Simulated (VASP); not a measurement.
# TiO2 (P1) in VASP: single point with LDA

Aim: the single point of TiO2 with LDA.

All numbers are computed with VASP 6.6.1; they aren't measurements. Logs are shortened: lines on timing, memory, paths and dates and some standing lists are left out, and cuts for length are marked.

### Step 1. The cell of the first run

The typed cell holds 6 atoms: a = 3.827 Å, b = 3.827 Å, c = 5.472 Å, α = 109.89°, β = 109.89°, γ = 90.01°.

### Step 2. Single point, LDA

Input file INCAR:

```
SYSTEM = TiO2
  ALGO = Normal
  EDIFF = 1E-6
  ENCUT = 600
  GGA = CA
  GGA_COMPAT = .False.
  ISIF = 2
  ISMEAR = 0
  LASPH = .True.
  LCHARG = .False.
  LREAL = .False.
  LWAVE = .False.
  NBANDS = 33
  NELM = 120
  PREC = Accurate
  SIGMA = 0.05
```

Input file KPOINTS:

```
k-points
0
Gamma
  8 8 6
  0 0 0
```

Input file POSCAR:

```
TiO2
1.0
    2.7060340000     -2.7066550000      0.0000000000
    2.7060340000      2.7066550000      0.0000000000
   -2.6335310000      0.0000000000      4.7966370000
Ti O
2 4
Direct
    0.1341100000      0.8658900000      0.2500000000
    0.8658900000      0.1341100000      0.7500000000
    0.3413656796      0.0988996796      0.6879969399
    0.6687790000      0.9112450000      0.3328510000
    0.9112450000      0.6687790000      0.8328510000
    0.0887550000      0.3312210000      0.1671490000
```

Potentials or basis: VASP PAW LDA potentials, release 64 (Ti_sv, O).

The run is started by

```sh
$ cat potpaw_LDA.64/Ti_sv/POTCAR potpaw_LDA.64/O/POTCAR > POTCAR
$ mpirun -np 1 vasp_std > vasp.out
```

OUTCAR:

```text
SYSTEM = TiO2
   EDIFF = 1E-6
   ENCUT = 600
   GGA = CA
   ISIF = 2
   ISMEAR = 0
   LASPH = .True.
   LREAL = .False.
   NELM = 120
   PREC = Accurate

 ion  position               nearest neighbor table
   1  0.134  0.866  0.250-   4 1.93   6 1.93   6 1.98   4 1.98   5 2.00   3 2.10
   2  0.866  0.134  0.750-   3 1.92   5 1.93   3 1.96   5 1.98   6 2.00   4 2.00
   3  0.341  0.099  0.688-   2 1.92   2 1.96   1 2.10
   4  0.669  0.911  0.333-   1 1.93   1 1.98   2 2.00
   5  0.911  0.669  0.833-   2 1.93   2 1.98   1 2.00
   6  0.089  0.331  0.167-   1 1.93   1 1.98   2 2.00

  LATTYP: Found a base centered monoclinic cell.
 ALAT       =     5.4120680000
 B/A-ratio  =     1.0002294871
 C/A-ratio  =     1.0110809974
 COS(beta)  =    -0.4812705001

  Lattice vectors:

 A1 = (   2.7060340000,  -2.7066550000,   0.0000000000)
 A2 = (   2.7060340000,   2.7066550000,   0.0000000000)
 A3 = (  -2.6335310000,   0.0000000000,   4.7966370000)

Analysis of symmetry for initial positions (statically):
=====================================================================
 Subroutine PRICEL returns:
 Original cell was already a primitive cell.

 Routine SETGRP: Setting up the symmetry group for a
 base centered monoclinic supercell.

 Subroutine GETGRP returns: Found  1 space group operations
 (whereof  1 operations were pure point group operations)
 out of a pool of  4 trial point group operations.

The static configuration has the point symmetry C_1 .

Analysis of symmetry for dynamics (positions and initial velocities):
=====================================================================
 Subroutine PRICEL returns:
 Original cell was already a primitive cell.

 Routine SETGRP: Setting up the symmetry group for a
 base centered monoclinic supercell.

 Subroutine GETGRP returns: Found  1 space group operations
 (whereof  1 operations were pure point group operations)
 out of a pool of  4 trial point group operations.

The dynamic configuration has the point symmetry C_1 .

 Subroutine INISYM returns: Found  1 space group operations
 (whereof  1 operations are pure point group operations),
 and found     1 'primitive' translations

----------------------------------------------------------------------------------------

                                     Primitive cell

  volume of cell :      70.2640

  direct lattice vectors                    reciprocal lattice vectors
     2.706034000 -2.706655000  0.000000000     0.184772253 -0.184729860  0.101446796
     2.706034000  2.706655000  0.000000000     0.184772253  0.184729860  0.101446796
    -2.633531000  0.000000000  4.796637000     0.000000000  0.000000000  0.208479399

  length of vectors
     3.827349122  3.827349122  5.472039111     0.280280858  0.280280858  0.208479399

  position of ions in fractional coordinates (direct lattice)
     0.134110000  0.865890000  0.250000000
     0.865890000  0.134110000  0.750000000
     0.341365680  0.098899680  0.687996940
     0.668779000  0.911245000  0.332851000
     0.911245000  0.668779000  0.832851000
     0.088755000  0.331221000  0.167149000

  ion indices of the primitive-cell ions
   primitive index   ion index
                 1           1
                 2           2
                 3           3
                 4           4
                 5           5
                 6           6

----------------------------------------------------------------------------------------

 KPOINTS: k-points

Automatic generation of k-mesh.
 Grid dimensions read from file:
 generate k-points for:    8    8    6

 Generating k-lattice:

  Cartesian coordinates                     Fractional coordinates (reciprocal lattice)
     0.023096532 -0.023091233  0.012680850     0.125000000  0.000000000  0.000000000
     0.023096532  0.023091233  0.012680850     0.000000000  0.125000000  0.000000000
     0.000000000  0.000000000  0.034746567     0.000000000  0.000000000  0.166666667

  Length of vectors
     0.035035107  0.035035107  0.034746567

  Shift w.r.t. Gamma in fractional coordinates (k-lattice)
     0.000000000  0.000000000  0.000000000

 Subroutine IBZKPT returns following result:
 ===========================================

 Found    196 irreducible k-points:

 Following reciprocal coordinates:
            Coordinates               Weight
  0.000000  0.000000  0.000000      1.000000
  0.125000  0.000000  0.000000      2.000000
  0.000000 -0.125000  0.000000      2.000000
  0.250000  0.000000  0.000000      2.000000
  0.000000 -0.250000  0.000000      2.000000
  0.375000  0.000000  0.000000      2.000000
[... 16 lines left out ...]
  0.375000  0.250000  0.000000      2.000000
 -0.250000 -0.375000 -0.000000      2.000000
 [... further k-points ...]
   k-points           NKPTS =    196   k-points in BZ     NKDIM =    196   number of bands    NBANDS=     33
   number of dos      NEDOS =    301   number of ions     NIONS =      6
   total plane-waves  NPLWV =  49152
   dimension x,y,z NGX =    32 NGY =   32 NGZ =   48
   dimension x,y,z NGXF=    64 NGYF=   64 NGZF=   96
   ions per type =               2   4
   NGX,Y,Z   is equivalent  to a cutoff of  13.90, 13.90, 14.58 a.u.
   NGXF,Y,Z  is equivalent  to a cutoff of  27.80, 27.80, 29.17 a.u.
 SYSTEM =  TiO2
   PREC   = accura    normal or accurate (medium, high low for compatibility)
   ISTART =      0    job   : 0-new  1-cont  2-samecut
   ICHARG =      2    charge: 1-file 2-atom 10-const
   ISPIN  =      1    spin polarized calculation?
   LNONCOLLINEAR =      F non collinear calculations
   LSORBIT =      F    spin-orbit coupling
   LASPH  =      T    aspherical Exc in radial PAW
   ENCUT  =  600.0 eV  44.10 Ry    6.64 a.u.   7.64  7.64 10.93*2*pi/ulx,y,z
   NELM   =    120;   NELMIN=  2; NELMDL= -5     # of ELM steps
   EDIFF  = 0.1E-05   stopping-criterion for ELM
   LREAL  =      F    real-space projection
   EDIFFG = 0.1E-04   stopping-criterion for IOM
   NSW    =      0    number of steps for IOM
   IBRION =     -1    ionic relax: 0-MD 1-quasi-New 2-CG
   NFREE  =      0    steps in history (QN), initial steepest desc. (CG)
   ISIF   =      2    stress and relaxation
   ISYM   =      2    0-nonsym 1-usesym 2-fastsym
   POTIM  = 0.5000    time-step for ionic-motion
   TEBEG  =    0.0;   TEEND  =   0.0 temperature during run
   PSTRESS=    0.0 pullay stress
   NELECT =      48.0000    total number of electrons
   NUPDOWN=      -1.0000    fix difference up-down
   EMIN   =  10.00;   EMAX   =-10.00  energy-range for DOS
   EFERMI =   0.00;   METHOD = LEGACY
   ISMEAR =     0;   SIGMA  =   0.05  broadening in eV -4-tet -1-fermi 0-gaus
   EFERMI_NEDOS =   21; number of points for ismear=-14 and -15
   IALGO  =     38    algorithm
   IMIX   =      4    mixing-type and parameters
     AMIX     =   0.40;   BMIX     =  1.00
     AMIX_MAG =   1.60;   BMIX_MAG =  1.00
  volume/ion in A,a.u.               =      11.71        79.03
  Fermi-wavevector in a.u.,A,eV,Ry     =   1.441820  2.724644 28.284385  2.078844
  Thomas-Fermi vector in A             =   2.560409
   LORBIT       =      0    0 simple, 1 ext, 2 COOP (PROOUT), +10 PAW based schemes
   GGA     = CA    functional components
   LHFCALC =     F    Hartree Fock is set to
   AEXX    =    0.0000 exact exchange contribution
   IVDW    =     0    specifies the selected vdW correction
   LEPSILON=     F    determine dielectric tensor
   LRPA    =     F    only Hartree local field effects (RPA)
 non-spin polarized calculation
 Gauss-broadening in eV      SIGMA  =   0.05
  energy-cutoff  :      600.00
  volume of cell :       70.26
 maximum number of plane-waves:      2363
   NGX = 15   NGY = 15   NGZ = 21

 number of electron      48.0000002 magnetization

 Free energy of the ion-electron system (eV)
  ---------------------------------------------------
  ext. energy  EPLUGINS =         0.00000000
  ---------------------------------------------------
  free energy    TOTEN  =       -58.61409630 eV

  energy without entropy =      -58.61409630  energy(sigma->0) =      -58.61409630

 E-fermi :   3.1807     XC(G=0): -11.2023

 val. band max:        2.9367997627   @ k =   0.5000   0.5000   0.0000
 cond. band min:       4.7225336672   @ k =   0.0000   0.0000   0.0000
 fundamental gap:      1.7857339045
 Fermi energy:         3.1806668287

 k-point     1 :       0.0000    0.0000    0.0000
  band No.  band energies     occupation
      1     -53.0653      2.00000
      2     -52.8612      2.00000
      3     -29.8337      2.00000
      4     -29.6719      2.00000
      5     -29.6643      2.00000
      6     -29.4691      2.00000
[... 25 lines left out ...]
     32       7.7556      0.00000
     33       7.9013      0.00000

 k-point     2 :       0.1250    0.0000    0.0000
  band No.  band energies     occupation
      1     -53.0645      2.00000
      2     -52.8614      2.00000
      3     -29.8288      2.00000
      4     -29.6777      2.00000
      5     -29.6721      2.00000
      6     -29.4794      2.00000
[... 25 lines left out ...]
     32       7.9570      0.00000
     33       8.3071      0.00000

 k-point     3 :       0.0000   -0.1250    0.0000
  band No.  band energies     occupation
      1     -53.0645      2.00000
      2     -52.8614      2.00000
      3     -29.8291      2.00000
      4     -29.6851      2.00000
      5     -29.6646      2.00000
      6     -29.4819      2.00000
[... 25 lines left out ...]
     32       7.9794      0.00000
     33       8.2130      0.00000

 k-point     4 :       0.2500    0.0000    0.0000
  band No.  band energies     occupation
      1     -53.0628      2.00000
      2     -52.8618      2.00000
      3     -29.8169      2.00000
      4     -29.7095      2.00000
      5     -29.6727      2.00000
      6     -29.5052      2.00000
[... 673 lines left out ...]
     32       8.9832      0.00000
     33       9.4915      0.00000

 k-point    23 :       0.3750    0.2500    0.0000
  band No.  band energies     occupation
      1     -53.0590      2.00000
      2     -52.8622      2.00000
      3     -29.7891      2.00000
      4     -29.7627      2.00000
      5     -29.7127      2.00000
      6     -29.5303      2.00000
[... 25 lines left out ...]
     32       9.0201      0.00000
     33       9.6379      0.00000

 k-point    24 :      -0.2500   -0.3750   -0.0000
  band No.  band energies     occupation
      1     -53.0590      2.00000
      2     -52.8622      2.00000
      3     -29.7902      2.00000
      4     -29.7660      2.00000
      5     -29.7093      2.00000
      6     -29.5276      2.00000
[... 25 lines left out ...]
     32       9.0176      0.00000
     33       9.6628      0.00000

 [... further k-points ...]

------------------------ aborting loop because EDIFF is reached ----------------------------------------

  FORCE on cell =-STRESS in cart. coord.  units (eV):
  Direction    XX          YY          ZZ          XY          YZ          ZX
  --------------------------------------------------------------------------------------
  -------------------------------------------------------------------------------------
  Total       -5.3400826     -5.3570827     -6.4535224      0.0335889     -0.0011460     -0.1933247
  in kB     -121.7658655   -122.1535054   -147.1547904      0.7659017     -0.0261322     -4.4082373
  external PRESSURE =    -130.3580538 kB  Pullay stress =       0.0000000 kB

 VOLUME and BASIS-vectors are now :
 -----------------------------------------------------------------------------
  energy-cutoff  :      600.00
  volume of cell :       70.26
      direct lattice vectors                 reciprocal lattice vectors
     2.706034000 -2.706655000  0.000000000     0.184772253 -0.184729860  0.101446796
     2.706034000  2.706655000  0.000000000     0.184772253  0.184729860  0.101446796
    -2.633531000  0.000000000  4.796637000     0.000000000  0.000000000  0.208479399

 POSITION                                       TOTAL-FORCE (eV/Angst)
 -----------------------------------------------------------------------------------
      2.04765      1.98068      1.19916        -0.033727      0.089329     -0.102427
      0.73089     -1.98068      3.59748        -0.023247     -0.057435      0.206183
     -0.62049     -0.65627      3.30007         0.017410     -0.079494     -1.196808
      3.39903      0.65627      1.59657         0.001620      0.046378      0.514010
      2.08226     -0.65627      3.99488         0.014936     -0.056856      0.608766
      0.69628      0.65627      0.80175         0.023008      0.058078     -0.029724
 -----------------------------------------------------------------------------------
    total drift:                               -0.000019      0.000425     -0.000137

  FREE ENERGIE OF THE ION-ELECTRON SYSTEM (eV)
  ---------------------------------------------------
  free  energy   TOTEN  =       -58.6140963036 eV

  energy  without entropy=      -58.6140963036  energy(sigma->0) =      -58.61409630
```

It took 16 min on 1 thread of Intel Xeon 8259CL, shared host; peak memory 0.5 GiB.

Results:

```yaml
Free_energy: -58.6141 eV
Pressure: -13.0 GPa
Largest_force: 1.200 eV/Å
Band_gap_on_the_k_mesh: 1.79 eV (least direct gap 2.26 eV)
```

Forces in eV/Å, atoms in the order of the input:
```
Ti  -0.034  0.089 -0.102
Ti  -0.023 -0.057  0.206
O    0.017 -0.079 -1.197
O    0.002  0.046  0.514
O    0.015 -0.057  0.609
O    0.023  0.058 -0.030
```

Levels at points of the mesh, in eV from the valence-band top:
```tsv
k point	band 22	band 23	band 24	band 25	band 26	band 27
(0.00, 0.00, 0.00)	-0.86	-0.58	-0.55	1.79	2.54	3.35
(0.50, 0.00, 0.00)	-1.05	-1.03	-0.75	2.98	3.11	3.15
(0.00, 0.50, 0.00)	-1.09	-1.08	-0.74	2.89	3.00	3.05
(0.50, 0.50, 0.00)	-2.09	-0.15	0.00	2.93	3.11	3.29
(0.00, 0.00, 0.50)	-1.40	-0.29	-0.26	2.07	2.23	3.35
(0.50, 0.00, 0.50)	-1.04	-1.02	-0.77	2.84	3.17	3.23
(0.00, 0.50, 0.50)	-1.09	-1.07	-0.75	2.77	3.08	3.12
(0.50, 0.50, 0.50)	-2.23	-0.16	-0.01	2.93	3.12	3.36
```

Caveat: the cell stands under tension; forces of over 1 eV/Å act on the atoms, so gaps and moduli don't describe the material at rest.
